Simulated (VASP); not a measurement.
# CrN2 (Pnnm) in VASP: a series of runs

CrN2 is run at these levels: LDA; tasks: single point.

All numbers are computed with VASP 6.6.1; they aren't measurements. Logs are shortened: lines on timing, memory, paths and dates and some standing lists are left out, and cuts for length are marked.

## (1) The cell of the first run

Symmetry: Pnnm, No. 58, orthorhombic system. Conventional cell: a = 3.902 Å, b = 4.810 Å, c = 2.784 Å, α = 90.00°, β = 90.00°, γ = 90.00°. Cr (site symmetry 2/m) has 12 N at 2.04 to 2.88 Å and 2 Cr at 2.78 Å within 2.9 Å. N (site symmetry m) has 1 N at 1.35 Å within 1.8 Å.

## (2) Single point, LDA, collinear spin, ferromagnetic start

The input, INCAR:

```
SYSTEM = CrN2
PREC = Accurate
ENCUT = 520
EDIFF = 1E-6
ISMEAR = -1
SIGMA = 0.2
LREAL = .FALSE.
LASPH = .TRUE.
NELM = 150
ALGO = Normal
ISIF = 2
LWAVE = .FALSE.
LCHARG = .FALSE.
ISPIN = 2
MAGMOM = 2.1 2.1 0 0 0 0
LORBIT = 11
LMAXMIX = 4
NBANDS = 35
```

The input, KPOINTS:

```
Automatic mesh
0
Gamma
  5 4 7
  0 0.5 0
```

The input, POSCAR:

```
CrN2
1.0
    3.9017860000      0.0000000000      0.0000000000
    0.0000000000      4.8095120000      0.0000000000
    0.0000000000      0.0000000000      2.7841700000
Cr N
2 4
Direct
    0.5000000000      0.5000000000      0.5000000000
    0.0000000000      0.0000000000      0.0000000000
    0.6338300000      0.0887750000      0.5000000000
    0.3661700000      0.9112250000      0.5000000000
    0.1338300000      0.4112250000      0.0000000000
    0.8661700000      0.5887750000      0.0000000000
```

Potentials or basis: VASP PAW LDA potentials, release 64 (Cr_pv, N).

On the command line:

```
cat potpaw_LDA.64/Cr_pv/POTCAR potpaw_LDA.64/N/POTCAR > POTCAR
mpirun -np 1 vasp_std > vasp.out
```

OUTCAR:

```text
SYSTEM = CrN2
   PREC = Accurate
   ENCUT = 520
   EDIFF = 1E-6
   ISMEAR = -1
   LREAL = .FALSE.
   LASPH = .TRUE.
   NELM = 150
   ISIF = 2
   ISPIN = 2
   LORBIT = 11

 ion  position               nearest neighbor table
   1  0.500  0.500  0.500-   5 2.04   6 2.04   5 2.04   6 2.04   3 2.05   4 2.05
   2  0.000  0.000  0.000-   3 2.04   4 2.04   3 2.04   4 2.04   5 2.05   6 2.05
   3  0.634  0.089  0.500-   4 1.35   2 2.04   2 2.04   1 2.05
   4  0.366  0.911  0.500-   3 1.35   2 2.04   2 2.04   1 2.05
   5  0.134  0.411  0.000-   6 1.35   1 2.04   1 2.04   2 2.05
   6  0.866  0.589  0.000-   5 1.35   1 2.04   1 2.04   2 2.05

  LATTYP: Found a simple orthorhombic cell.
 ALAT       =     2.7841700000
 B/A-ratio  =     1.4014180169
 C/A-ratio  =     1.7274491141

  Lattice vectors:

 A1 = (   0.0000000000,   0.0000000000,   2.7841700000)
 A2 = (   3.9017860000,   0.0000000000,   0.0000000000)
 A3 = (   0.0000000000,   4.8095120000,   0.0000000000)

Analysis of symmetry for initial positions (statically):
=====================================================================
 Subroutine PRICEL returns:
 Original cell was already a primitive cell.

 Routine SETGRP: Setting up the symmetry group for a
 simple orthorhombic supercell.

 Subroutine GETGRP returns: Found  8 space group operations
 (whereof  4 operations were pure point group operations)
 out of a pool of  8 trial point group operations.

The static configuration has the point symmetry C_2h.
 The point group associated with its full space group is D_2h.

Analysis of symmetry for dynamics (positions and initial velocities):
=====================================================================
 Subroutine PRICEL returns:
 Original cell was already a primitive cell.

 Routine SETGRP: Setting up the symmetry group for a
 simple orthorhombic supercell.

 Subroutine GETGRP returns: Found  8 space group operations
 (whereof  4 operations were pure point group operations)
 out of a pool of  8 trial point group operations.

The dynamic configuration has the point symmetry C_2h.
 The point group associated with its full space group is D_2h.

Analysis of structural, dynamic, and magnetic symmetry:
=====================================================================
 Subroutine PRICEL returns:
 Original cell was already a primitive cell.

 Routine SETGRP: Setting up the symmetry group for a
 simple orthorhombic supercell.

 Subroutine GETGRP returns: Found  8 space group operations
 (whereof  4 operations were pure point group operations)
 out of a pool of  8 trial point group operations.

The overall configuration has the point symmetry C_2h.
 The point group associated with its full space group is D_2h.

 Subroutine INISYM returns: Found  8 space group operations
 (whereof  4 operations are pure point group operations),
 and found     1 'primitive' translations

----------------------------------------------------------------------------------------

                                     Primitive cell

  volume of cell :      52.2469

  direct lattice vectors                    reciprocal lattice vectors
     3.901786000  0.000000000  0.000000000     0.256292887  0.000000000  0.000000000
     0.000000000  4.809512000  0.000000000     0.000000000  0.207921303  0.000000000
     0.000000000  0.000000000  2.784170000     0.000000000  0.000000000  0.359173470

  length of vectors
     3.901786000  4.809512000  2.784170000     0.256292887  0.207921303  0.359173470

  position of ions in fractional coordinates (direct lattice)
     0.500000000  0.500000000  0.500000000
     0.000000000  0.000000000  0.000000000
     0.633830000  0.088775000  0.500000000
     0.366170000  0.911225000  0.500000000
     0.133830000  0.411225000  0.000000000
     0.866170000  0.588775000  0.000000000

  ion indices of the primitive-cell ions
   primitive index   ion index
                 1           1
                 2           2
                 3           3
                 4           4
                 5           5
                 6           6

----------------------------------------------------------------------------------------

 KPOINTS: Automatic mesh

Automatic generation of k-mesh.
 Grid dimensions read from file:
[... 46 lines left out ...]
   k-points           NKPTS =     24   k-points in BZ     NKDIM =     24   number of bands    NBANDS=     35
   number of dos      NEDOS =    301   number of ions     NIONS =      6
   total plane-waves  NPLWV =  25920
   dimension x,y,z NGX =    30 NGY =   36 NGZ =   24
   dimension x,y,z NGXF=    60 NGYF=   72 NGZF=   48
   ions per type =               2   4
   NGX,Y,Z   is equivalent  to a cutoff of  12.78, 12.44, 14.33 a.u.
   NGXF,Y,Z  is equivalent  to a cutoff of  25.56, 24.89, 28.66 a.u.
 SYSTEM =  CrN2
   PREC   = accura    normal or accurate (medium, high low for compatibility)
   ISTART =      0    job   : 0-new  1-cont  2-samecut
   ICHARG =      2    charge: 1-file 2-atom 10-const
   ISPIN  =      2    spin polarized calculation?
   LNONCOLLINEAR =      F non collinear calculations
   LSORBIT =      F    spin-orbit coupling
   LASPH  =      T    aspherical Exc in radial PAW
   ENCUT  =  520.0 eV  38.22 Ry    6.18 a.u.   7.25  8.94  5.18*2*pi/ulx,y,z
   NELM   =    150;   NELMIN=  2; NELMDL= -5     # of ELM steps
   EDIFF  = 0.1E-05   stopping-criterion for ELM
   LREAL  =      F    real-space projection
   EDIFFG = 0.1E-04   stopping-criterion for IOM
   NSW    =      0    number of steps for IOM
   IBRION =     -1    ionic relax: 0-MD 1-quasi-New 2-CG
   NFREE  =      0    steps in history (QN), initial steepest desc. (CG)
   ISIF   =      2    stress and relaxation
   ISYM   =      2    0-nonsym 1-usesym 2-fastsym
   POTIM  = 0.5000    time-step for ionic-motion
   TEBEG  =    0.0;   TEEND  =   0.0 temperature during run
   PSTRESS=    0.0 pullay stress
   NELECT =      44.0000    total number of electrons
   NUPDOWN=      -1.0000    fix difference up-down
   EMIN   =  10.00;   EMAX   =-10.00  energy-range for DOS
   EFERMI =   0.00;   METHOD = LEGACY
   ISMEAR =    -1;   SIGMA  =   0.20  broadening in eV -4-tet -1-fermi 0-gaus
   EFERMI_NEDOS =   21; number of points for ismear=-14 and -15
   IALGO  =     38    algorithm
   IMIX   =      4    mixing-type and parameters
     AMIX     =   0.40;   BMIX     =  1.00
     AMIX_MAG =   1.60;   BMIX_MAG =  1.00
  volume/ion in A,a.u.               =       8.71        58.76
  Fermi-wavevector in a.u.,A,eV,Ry     =   1.545986  2.921491 32.518928  2.390074
  Thomas-Fermi vector in A             =   2.651287
   LORBIT       =     11    0 simple, 1 ext, 2 COOP (PROOUT), +10 PAW based schemes
   GGA     = CA    functional components
   LHFCALC =     F    Hartree Fock is set to
   AEXX    =    0.0000 exact exchange contribution
   IVDW    =     0    specifies the selected vdW correction
   LEPSILON=     F    determine dielectric tensor
   LRPA    =     F    only Hartree local field effects (RPA)
 spin polarized calculation
  energy-cutoff  :      520.00
  volume of cell :       52.25
 maximum number of plane-waves:      1417
 NGX is ok and might be reduce to    30
   NGX = 15   NGY = 17   NGZ = 11

 number of electron      44.0000004 magnetization       3.9899614

 Free energy of the ion-electron system (eV)
  ---------------------------------------------------
  ext. energy  EPLUGINS =         0.00000000
  ---------------------------------------------------
  free energy    TOTEN  =       -58.56880258 eV

  energy without entropy =      -58.23868080  energy(sigma->0) =      -58.40374169

 E-fermi :   8.0365     XC(G=0): -13.0914

 val. band max:        8.0262843670   @ k =   0.0000   0.3750   0.1429
 cond. band min:       8.0391462068   @ k =   0.4000   0.1250   0.0000
 fundamental gap:      0.0128618398
 Fermi energy:         8.0364976396

 spin component 1

 k-point     1 :       0.0000    0.1250    0.0000
  band No.  band energies     occupation
      1     -35.7706      1.00000
      2     -35.7257      1.00000
      3     -35.6580      1.00000
      4     -35.6328      1.00000
      5     -35.5978      1.00000
      6     -35.5866      1.00000
[... 877 lines left out ...]
     33      16.3174      0.00000
     34      16.4600      0.00000
 Fermi energy:         8.0364976396

 spin component 2

 k-point     1 :       0.0000    0.1250    0.0000
  band No.  band energies     occupation
      1     -33.9001      1.00000
      2     -33.8877      1.00000
      3     -33.8333      1.00000
      4     -33.8259      1.00000
      5     -33.6072      1.00000
      6     -33.5763      1.00000
[... 877 lines left out ...]
     33      16.7227      0.00000
     34      16.8212      0.00000
 [bands above 34 left out]

------------------------ aborting loop because EDIFF is reached ----------------------------------------

  FORCE on cell =-STRESS in cart. coord.  units (eV):
  Direction    XX          YY          ZZ          XY          YZ          ZX
  --------------------------------------------------------------------------------------
  -------------------------------------------------------------------------------------
  Total       -5.6794075     -6.0437533     -5.3004354      0.0000000      0.0000000      0.0000000
  in kB     -174.1620020   -185.3348555   -162.5406219      0.0000000      0.0000000      0.0000000
  external PRESSURE =    -174.0124932 kB  Pullay stress =       0.0000000 kB

 VOLUME and BASIS-vectors are now :
 -----------------------------------------------------------------------------
  energy-cutoff  :      520.00
  volume of cell :       52.25
      direct lattice vectors                 reciprocal lattice vectors
     3.901786000  0.000000000  0.000000000     0.256292887  0.000000000  0.000000000
     0.000000000  4.809512000  0.000000000     0.000000000  0.207921303  0.000000000
     0.000000000  0.000000000  2.784170000     0.000000000  0.000000000  0.359173470

 POSITION                                       TOTAL-FORCE (eV/Angst)
 -----------------------------------------------------------------------------------
      1.95089      2.40476      1.39209         0.000000      0.000000      0.000000
      0.00000      0.00000      0.00000         0.000000      0.000000      0.000000
      2.47307      0.42696      1.39209         0.006281     -0.164482     -0.000000
      1.42872      4.38255      1.39209        -0.006281      0.164482      0.000000
      0.52218      1.97779      0.00000         0.006281      0.164482     -0.000000
      3.37961      2.83172      0.00000        -0.006281     -0.164482      0.000000
 -----------------------------------------------------------------------------------
    total drift:                               -0.000000      0.000000      0.000000

  FREE ENERGIE OF THE ION-ELECTRON SYSTEM (eV)
  ---------------------------------------------------
  free  energy   TOTEN  =       -58.5688025837 eV

  energy  without entropy=      -58.2386807996  energy(sigma->0) =      -58.40374169

 total charge

# of ion       s       p       d       tot
------------------------------------------
    1        0.332   6.385   4.158  10.875
    2        0.332   6.385   4.158  10.875
    3        1.238   2.480   0.000   3.718
    4        1.238   2.480   0.000   3.718
    5        1.238   2.480   0.000   3.718
    6        1.238   2.480   0.000   3.718
--------------------------------------------------
tot          5.617  22.690   8.317  36.623

 magnetization (x)

# of ion       s       p       d       tot
------------------------------------------
    1        0.013   0.017   1.982   2.012
    2        0.013   0.017   1.982   2.012
    3       -0.002  -0.055   0.000  -0.057
    4       -0.002  -0.055   0.000  -0.057
    5       -0.002  -0.055   0.000  -0.057
    6       -0.002  -0.055   0.000  -0.057
--------------------------------------------------
tot          0.020  -0.188   3.963   3.795
```

Wall time 66 s (1 thread of Intel Xeon Platinum 8375C at 2.90GHz (Ice Lake), shared host); peak memory 0.19 GiB.

Results:

```
Free energy                                           : -58.5688 eV
Pressure                                              : -17.4 GPa
Largest force                                         : 0.165 eV/Å
Band gap on the k mesh                                : zero (filled and empty bands overlap)
Net moment                                            : 3.99 μB per cell
Site moments                                          : Cr +2.01; N -0.06 μB
Valence electrons inside the program's atomic spheres : Cr 10.88; N 3.72
```

Forces on the atoms (eV/Å):
```
Cr   0.000  0.000  0.000
Cr   0.000  0.000  0.000
N    0.006 -0.164  0.000
N   -0.006  0.164  0.000
N    0.006  0.164  0.000
N   -0.006 -0.164  0.000
```

Levels at points of the mesh, in eV from the Fermi level:
Spin up:
```csv
k point,band 22,band 23,band 24,band 25,band 26,band 27
"(0.00, 0.12, 0.00)",-1.01,-0.66,-0.62,-0.50,-0.27,2.86
```
Spin down:
```csv
k point,band 17,band 18,band 19,band 20,band 21,band 22,band 23,band 24
"(0.00, 0.12, 0.00)",-3.29,-3.11,-1.74,-1.68,0.20,0.36,0.75,1.24
```

Caveat: the cell stands under tension; the run started ferromagnetic, and an antiferromagnetic order may lie lower in energy. With open d or f shells a metallic result of LDA can be an artefact of self-interaction; +U or a hybrid may open a gap.

(Continued in part 2 of 2.)
